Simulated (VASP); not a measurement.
# MoS2 (P6_3/mmc) in VASP: further runs

MoS2 is run at these levels: PBEsol; tasks: single point.

Everything below comes from runs of VASP 6.6.1. Logs are shortened: lines on timing, memory, paths and dates and some standing lists are left out, and cuts for length are marked.

### Step 1. The cell of the first run

Symmetry: P6_3/mmc, No. 194, hexagonal system. The conventional cell has a = 3.110 Å, b = 3.110 Å, c = 11.942 Å, α = 90.00°, β = 90.00°, γ = 120.00°. Within 3.2 Å of Mo (site symmetry -6m2) lie 6 S at 2.33 Å and 6 Mo at 3.11 Å. S (site symmetry 3m) has 3 Mo at 2.33 Å and 7 S at 2.96 to 3.11 Å within 3.2 Å.

### Step 2. Single point, PBEsol

The input, INCAR:

```
  PREC = Accurate
  ENCUT = 520
  EDIFF = 1E-6
  ISMEAR = 1
  SIGMA = 0.0888
  LREAL = False
  LASPH = True
  NELM = 60
  ALGO = Normal
  ISIF = 2
  LWAVE = False
  LCHARG = False
  GGA = PS
  NBANDS = 35
```

The input, KPOINTS:

```
regular mesh
0
Gamma
  12 12 2
```

The input, POSCAR:

```
MoS2
1.0
    3.1102000000      0.0000000000      0.0000000000
   -1.5551000000      2.6935122108      0.0000000000
    0.0000000000      0.0000000000     11.9418000000
Mo S
2 4
Direct
    0.3333333333      0.6666666667      0.2500000000
    0.6666666667      0.3333333333      0.7500000000
    0.3333333333      0.6666666667      0.6259932117
    0.6666666667      0.3333333333      0.1259932117
    0.3333333333      0.6666666667      0.8740067883
    0.6666666667      0.3333333333      0.3740067883
```

Potentials or basis: VASP PAW PBE potentials, release 64 (Mo_sv, S).

Launch:

```sh
cat potpaw_PBE.64/Mo_sv/POTCAR potpaw_PBE.64/S/POTCAR > POTCAR
mpirun -np 1 vasp_std > vasp.out
```

OUTCAR:

```text
PREC = Accurate
   ENCUT = 520
   EDIFF = 1E-6
   ISMEAR = 1
   LREAL = False
   LASPH = True
   NELM = 60
   ISIF = 2
   GGA = PS

 ion  position               nearest neighbor table
   1  0.333  0.667  0.250-   4 2.33   6 2.33   4 2.33   6 2.33   4 2.33   6 2.33
   2  0.667  0.333  0.750-   3 2.33   5 2.33   3 2.33   5 2.33   3 2.33   5 2.33
   3  0.333  0.667  0.626-   2 2.33   2 2.33   2 2.33
   4  0.667  0.333  0.126-   1 2.33   1 2.33   1 2.33
   5  0.333  0.667  0.874-   2 2.33   2 2.33   2 2.33
   6  0.667  0.333  0.374-   1 2.33   1 2.33   1 2.33

  LATTYP: Found a hexagonal cell.
 ALAT       =     3.1102000000
 C/A-ratio  =     3.8395601569

  Lattice vectors:

 A1 = (   3.1102000000,   0.0000000000,   0.0000000000)
 A2 = (  -1.5551000000,   2.6935122108,   0.0000000000)
 A3 = (   0.0000000000,   0.0000000000,  11.9418000000)

Analysis of symmetry for initial positions (statically):
=====================================================================
 Subroutine PRICEL returns:
 Original cell was already a primitive cell.

 Routine SETGRP: Setting up the symmetry group for a
 hexagonal supercell.

 Subroutine GETGRP returns: Found 24 space group operations
 (whereof 12 operations were pure point group operations)
 out of a pool of 24 trial point group operations.

The static configuration has the point symmetry D_3d.
 The point group associated with its full space group is D_6h.

Analysis of symmetry for dynamics (positions and initial velocities):
=====================================================================
 Subroutine PRICEL returns:
 Original cell was already a primitive cell.

 Routine SETGRP: Setting up the symmetry group for a
 hexagonal supercell.

 Subroutine GETGRP returns: Found 24 space group operations
 (whereof 12 operations were pure point group operations)
 out of a pool of 24 trial point group operations.

The dynamic configuration has the point symmetry D_3d.
 The point group associated with its full space group is D_6h.

 Subroutine INISYM returns: Found 24 space group operations
 (whereof 12 operations are pure point group operations),
 and found     1 'primitive' translations

----------------------------------------------------------------------------------------

                                     Primitive cell

  volume of cell :     100.0408

  direct lattice vectors                    reciprocal lattice vectors
     3.110200000  0.000000000  0.000000000     0.321522732  0.185631236  0.000000000
    -1.555100000  2.693512211  0.000000000     0.000000000  0.371262471  0.000000000
     0.000000000  0.000000000 11.941800000     0.000000000  0.000000000  0.083739470

  length of vectors
     3.110200000  3.110200000 11.941800000     0.371262471  0.371262471  0.083739470

  position of ions in fractional coordinates (direct lattice)
     0.333333333  0.666666667  0.250000000
     0.666666667  0.333333333  0.750000000
     0.333333333  0.666666667  0.625993212
     0.666666667  0.333333333  0.125993212
     0.333333333  0.666666667  0.874006788
     0.666666667  0.333333333  0.374006788

  ion indices of the primitive-cell ions
   primitive index   ion index
                 1           1
                 2           2
                 3           3
                 4           4
                 5           5
                 6           6

----------------------------------------------------------------------------------------

 KPOINTS: regular mesh

Automatic generation of k-mesh.
 Grid dimensions read from file:
 generate k-points for:   12   12    2

 Generating k-lattice:

  Cartesian coordinates                     Fractional coordinates (reciprocal lattice)
     0.026793561  0.015469270  0.000000000     0.083333333 -0.000000000  0.000000000
     0.000000000  0.030938539  0.000000000     0.000000000  0.083333333  0.000000000
     0.000000000  0.000000000  0.041869735     0.000000000  0.000000000  0.500000000

  Length of vectors
     0.030938539  0.030938539  0.041869735

  Shift w.r.t. Gamma in fractional coordinates (k-lattice)
     0.000000000  0.000000000  0.000000000

 Subroutine IBZKPT returns following result:
 ===========================================

 Found     38 irreducible k-points:

 Following reciprocal coordinates:
            Coordinates               Weight
  0.000000  0.000000  0.000000      1.000000
  0.083333 -0.000000  0.000000      6.000000
  0.166667 -0.000000  0.000000      6.000000
  0.250000 -0.000000  0.000000      6.000000
  0.333333 -0.000000  0.000000      6.000000
  0.416667 -0.000000  0.000000      6.000000
[... 16 lines left out ...]
  0.250000 -0.000000  0.500000      6.000000
  0.333333 -0.000000  0.500000      6.000000
 [... further k-points ...]
   k-points           NKPTS =     38   k-points in BZ     NKDIM =     38   number of bands    NBANDS=     35
   number of dos      NEDOS =    301   number of ions     NIONS =      6
   total plane-waves  NPLWV =  51840
   dimension x,y,z NGX =    24 NGY =   24 NGZ =   90
   dimension x,y,z NGXF=    48 NGYF=   48 NGZF=  180
   ions per type =               2   4
   NGX,Y,Z   is equivalent  to a cutoff of  12.83, 12.83, 12.53 a.u.
   NGXF,Y,Z  is equivalent  to a cutoff of  25.66, 25.66, 25.06 a.u.
 SYSTEM =  unknown system
   PREC   = accura    normal or accurate (medium, high low for compatibility)
   ISTART =      0    job   : 0-new  1-cont  2-samecut
   ICHARG =      2    charge: 1-file 2-atom 10-const
   ISPIN  =      1    spin polarized calculation?
   LNONCOLLINEAR =      F non collinear calculations
   LSORBIT =      F    spin-orbit coupling
   LASPH  =      T    aspherical Exc in radial PAW
   ENCUT  =  520.0 eV  38.22 Ry    6.18 a.u.   5.78  5.78 22.20*2*pi/ulx,y,z
   NELM   =     60;   NELMIN=  2; NELMDL= -5     # of ELM steps
   EDIFF  = 0.1E-05   stopping-criterion for ELM
   LREAL  =      F    real-space projection
   EDIFFG = 0.1E-04   stopping-criterion for IOM
   NSW    =      0    number of steps for IOM
   IBRION =     -1    ionic relax: 0-MD 1-quasi-New 2-CG
   NFREE  =      0    steps in history (QN), initial steepest desc. (CG)
   ISIF   =      2    stress and relaxation
   ISYM   =      2    0-nonsym 1-usesym 2-fastsym
   POTIM  = 0.5000    time-step for ionic-motion
   TEBEG  =    0.0;   TEEND  =   0.0 temperature during run
   PSTRESS=    0.0 pullay stress
   NELECT =      52.0000    total number of electrons
   NUPDOWN=      -1.0000    fix difference up-down
   EMIN   =  10.00;   EMAX   =-10.00  energy-range for DOS
   EFERMI =   0.00;   METHOD = LEGACY
   ISMEAR =     1;   SIGMA  =   0.09  broadening in eV -4-tet -1-fermi 0-gaus
   EFERMI_NEDOS =   21; number of points for ismear=-14 and -15
   IALGO  =     38    algorithm
   IMIX   =      4    mixing-type and parameters
     AMIX     =   0.40;   BMIX     =  1.00
     AMIX_MAG =   1.60;   BMIX_MAG =  1.00
  volume/ion in A,a.u.               =      16.67       112.52
  Fermi-wavevector in a.u.,A,eV,Ry     =   1.316286  2.487420 23.573574  1.732609
  Thomas-Fermi vector in A             =   2.446409
   LORBIT       =      0    0 simple, 1 ext, 2 COOP (PROOUT), +10 PAW based schemes
   GGA     = PS    functional components
   LHFCALC =     F    Hartree Fock is set to
   AEXX    =    0.0000 exact exchange contribution
   IVDW    =     0    specifies the selected vdW correction
   LEPSILON=     F    determine dielectric tensor
   LRPA    =     F    only Hartree local field effects (RPA)
 non-spin polarized calculation
 Methfessel and Paxton  Order N= 1 SIGMA  =   0.09
  energy-cutoff  :      520.00
  volume of cell :      100.04
 maximum number of plane-waves:      2720
 NGX is ok and might be reduce to    24

 number of electron      52.0000004 magnetization

 Free energy of the ion-electron system (eV)
  ---------------------------------------------------
  ext. energy  EPLUGINS =         0.00000000
  ---------------------------------------------------
  free energy    TOTEN  =       -46.53682221 eV

  energy without entropy =      -46.53684010  energy(sigma->0) =      -46.53682817

 E-fermi :   8.6722     XC(G=0): -11.2926

 val. band max:        8.5974389925   @ k =   0.0000   0.0000   0.0000
 cond. band min:       9.2299053954   @ k =   0.3333   0.3333   0.0000
 fundamental gap:      0.6324664029
 Fermi energy:         8.6721959048

 k-point     1 :       0.0000    0.0000    0.0000
  band No.  band energies     occupation
      1     -53.0472      2.00000
      2     -53.0471      2.00000
      3     -27.3164      2.00000
      4     -27.3163      2.00000
      5     -27.0303      2.00000
      6     -27.0303      2.00000
[... 27 lines left out ...]
     34      11.1760      0.00000
     35      13.8975      0.00000

 k-point     2 :       0.0833   -0.0000    0.0000
  band No.  band energies     occupation
      1     -53.0436      2.00000
      2     -53.0435      2.00000
      3     -27.3093      2.00000
      4     -27.3091      2.00000
      5     -27.0656      2.00000
      6     -27.0656      2.00000
[... 27 lines left out ...]
     34      11.0429      0.00000
     35      14.4177      0.00000

 k-point     3 :       0.1667   -0.0000    0.0000
  band No.  band energies     occupation
      1     -53.0337      2.00000
      2     -53.0337      2.00000
      3     -27.2897      2.00000
      4     -27.2895      2.00000
      5     -27.1611      2.00000
      6     -27.1611      2.00000
[... 27 lines left out ...]
     34      11.3745      0.00000
     35      15.5830      0.00000
[... 723 lines left out ...]
 k-point    23 :       0.2500   -0.0000    0.5000
  band No.  band energies     occupation
      1     -53.0201      2.00000
      2     -53.0201      2.00000
      3     -27.2892      2.00000
      4     -27.2892      2.00000
      5     -27.2627      2.00000
      6     -27.2627      2.00000
[... 27 lines left out ...]
     34      11.8486      0.00000
     35      15.8475      0.00000

 k-point    24 :       0.3333   -0.0000    0.5000
  band No.  band energies     occupation
      1     -53.0065      2.00000
      2     -53.0065      2.00000
      3     -27.4150      2.00000
      4     -27.4150      2.00000
      5     -27.2357      2.00000
      6     -27.2357      2.00000
[... 27 lines left out ...]
     34      12.2358      0.00000
     35      15.0791      0.00000

 [... further k-points ...]

------------------------ aborting loop because EDIFF is reached ----------------------------------------

  FORCE on cell =-STRESS in cart. coord.  units (eV):
  Direction    XX          YY          ZZ          XY          YZ          ZX
  --------------------------------------------------------------------------------------
  -------------------------------------------------------------------------------------
  Total        6.4007945      6.4007945     12.0475300     -0.0000000      0.0000000      0.0000000
  in kB      102.5102778    102.5102778    192.9441162     -0.0000000      0.0000000      0.0000000
  external PRESSURE =     132.6548906 kB  Pullay stress =       0.0000000 kB

 VOLUME and BASIS-vectors are now :
 -----------------------------------------------------------------------------
  energy-cutoff  :      520.00
  volume of cell :      100.04
      direct lattice vectors                 reciprocal lattice vectors
     3.110200000  0.000000000  0.000000000     0.321522732  0.185631236  0.000000000
    -1.555100000  2.693512211  0.000000000     0.000000000  0.371262471  0.000000000
     0.000000000  0.000000000 11.941800000     0.000000000  0.000000000  0.083739470

 POSITION                                       TOTAL-FORCE (eV/Angst)
 -----------------------------------------------------------------------------------
     -0.00000      1.79567      2.98545         0.000000     -0.000000      0.000000
      1.55510      0.89784      8.95635         0.000000     -0.000000      0.000000
     -0.00000      1.79567      7.47549         0.000000      0.000000     -1.906729
      1.55510      0.89784      1.50459        -0.000000      0.000000     -1.906729
     -0.00000      1.79567     10.43721         0.000000      0.000000      1.906729
      1.55510      0.89784      4.46631        -0.000000      0.000000      1.906729
 -----------------------------------------------------------------------------------
    total drift:                               -0.000000      0.000000     -0.000000

  FREE ENERGIE OF THE ION-ELECTRON SYSTEM (eV)
  ---------------------------------------------------
  free  energy   TOTEN  =       -46.5368222101 eV

  energy  without entropy=      -46.5368400973  energy(sigma->0) =      -46.53682817
```

Run time: 2.3 min. Hardware: 1 thread of AMD EPYC 9R14 (Zen 4), shared host; peak memory 0.24 GiB.

What came out:

```yaml
Free_energy: -46.5368 eV
Pressure: 13.3 GPa
Largest_force: 1.907 eV/Å
Band_gap_on_the_k_mesh: 0.63 eV (least direct gap 1.67 eV)
```

Forces on the atoms (eV/Å):
```
Mo   0.000  0.000  0.000
Mo   0.000  0.000  0.000
S    0.000  0.000 -1.907
S    0.000  0.000 -1.907
S    0.000  0.000  1.907
S    0.000  0.000  1.907
```

Stress tensor (GPa, compression positive):
```
10.25  0.00  0.00
 0.00 10.25  0.00
 0.00  0.00 19.29
```

Levels at points of the mesh, in eV from the valence-band top:
```
           k point  band 24  band 25  band 26  band 27  band 28  band 29
(0.00, 0.00, 0.00)    -1.41    -1.31     0.00     1.97     1.97     1.99
(0.50, 0.00, 0.00)    -2.00    -1.82    -1.65     1.38     1.44     1.90
(0.00, 0.00, 0.50)    -2.82    -0.32    -0.32     1.97     1.97     1.97
(0.50, 0.00, 0.50)    -2.10    -1.72    -1.72     1.41     1.41     2.05
```

Caveat: the stress differs along the axes, from 10 to 19 GPa; the PAW data sets were made with another functional, which shifts forces and pressure a little; this functional lacks dispersion, which binds layers or chains, so the pressure and a relaxed spacing across them are unreliable.

### Step 3. Single point, PBEsol

This run uses another cell than the first one, of the same volume but with other edges.

The input, INCAR:

```
SYSTEM = MoS2
PREC = Accurate
ENCUT = 520
EDIFF = 1E-6
ISMEAR = 1
SIGMA = 0.15
LREAL = .False.
LASPH = .True.
NELM = 100
ALGO = Normal
ISIF = 2
LWAVE = .False.
LCHARG = .True.
GGA = PS
LELF = .True.
LVHAR = .True.
NBANDS = 35
```

The input, KPOINTS:

```
regular mesh
0
Gamma
  12 12 2
  0 0 0
```

Changes to POSCAR since step 2:

```diff
@@ -2,5 +2,5 @@
 1.0
-    3.1102000000      0.0000000000      0.0000000000
-   -1.5551000000      2.6935122108      0.0000000000
-    0.0000000000      0.0000000000     11.9418000000
+    3.0474000000      0.0000000000      0.0000000000
+   -1.5237000000      2.6391258155      0.0000000000
+    0.0000000000      0.0000000000     12.4446000000
 Mo S
```

Potentials or basis: VASP PAW PBE potentials, release 64 (Mo_sv, S).

Launch:

```sh
cat potpaw_PBE.64/Mo_sv/POTCAR potpaw_PBE.64/S/POTCAR > POTCAR
mpirun -np 1 vasp_std > vasp.out
```

It took 2.3 min on 1 thread of AMD EPYC 9R14 (Zen 4), shared host; peak memory 0.24 GiB.

It converged, with:

- Free energy: -46.6218 eV
- Pressure: 12.5 GPa
- Largest force: 1.042 eV/Å
- Band gap on the k mesh: 1.04 eV (least direct gap 2.04 eV)

Forces in eV/Å, atoms in the order of the input:
```
Mo   0.000  0.000  0.000
Mo   0.000  0.000  0.000
S    0.000  0.000 -1.042
S    0.000  0.000 -1.042
S    0.000  0.000  1.042
S    0.000  0.000  1.042
```

Stress tensor (GPa, compression positive):
```
13.39  0.00  0.00
 0.00 13.39  0.00
 0.00  0.00 10.58
```

Levels at points of the mesh, in eV from the valence-band top:
| k point | band 23 | band 24 | band 25 | band 26 | band 27 | band 28 | band 29 | band 30 |
| --- | --- | --- | --- | --- | --- | --- | --- | --- |
| (0.00, 0.00, 0.00) | -1.94 | -1.39 | -1.35 | 0.00 | 2.64 | 2.64 | 2.66 | 2.66 |
| (0.50, 0.00, 0.00) | -1.36 | -1.29 | -1.24 | -1.20 | 2.22 | 2.25 | 2.52 | 2.87 |
| (0.00, 0.00, 0.50) | -1.95 | -1.95 | -0.35 | -0.35 | 2.64 | 2.64 | 2.64 | 2.64 |
| (0.50, 0.00, 0.50) | -1.28 | -1.28 | -1.26 | -1.26 | 2.23 | 2.23 | 2.71 | 2.71 |

Caveat: the cell stands under pressure; the PAW data sets were made with another functional, which shifts forces and pressure a little; this functional lacks dispersion, which binds layers or chains, so the pressure and a relaxed spacing across them are unreliable.
